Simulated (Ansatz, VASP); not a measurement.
One calculation of ZnRe2, two programs

```
Zn Re
1.0
     0.00000    2.89556    2.89556
     2.89556    0.00000    2.89556
     2.89556    2.89556    0.00000
Zn Re
1 2
Direct
  0.00000 0.00000 0.00000
  0.75000 0.75000 0.75000
  0.25000 0.25000 0.25000
```

Alike in both runs: task band structure; functional PBEsol; k mesh 8 × 8 × 8; occupations fermi-dirac, width 0.05 eV; no spin polarisation.

|  | VASP | Ansatz |
| --- | --- | --- |
| version | VASP 6.6.1 | Ansatz 0.2.0 |
| potentials or method | VASP PAW PBE potentials, release 64 (Zn, Re) | Ansatz PAW |
| plane-wave cutoff (eV) | 520 | 420 |
| valence electrons in the cell | 26 | 42 |

|  | VASP | Ansatz | Ansatz less VASP |
| --- | --- | --- | --- |
| gap on the k mesh at the Fermi level (eV) | none | none | - |
| pressure (GPa) | -7.2 | -7.6 | -0.40 |

VASP's potentials were made for PBE, not for PBEsol. A gap of «none» marks a metal or a gap that the smearing closes. With one functional, cell and mesh, what is left measures potentials, basis and numerics. VASP's potentials hold 26 valence electrons a cell and Ansatz's 42, so a difference there can come from the potentials and not from the codes.

Spin-orbit coupling is off throughout.
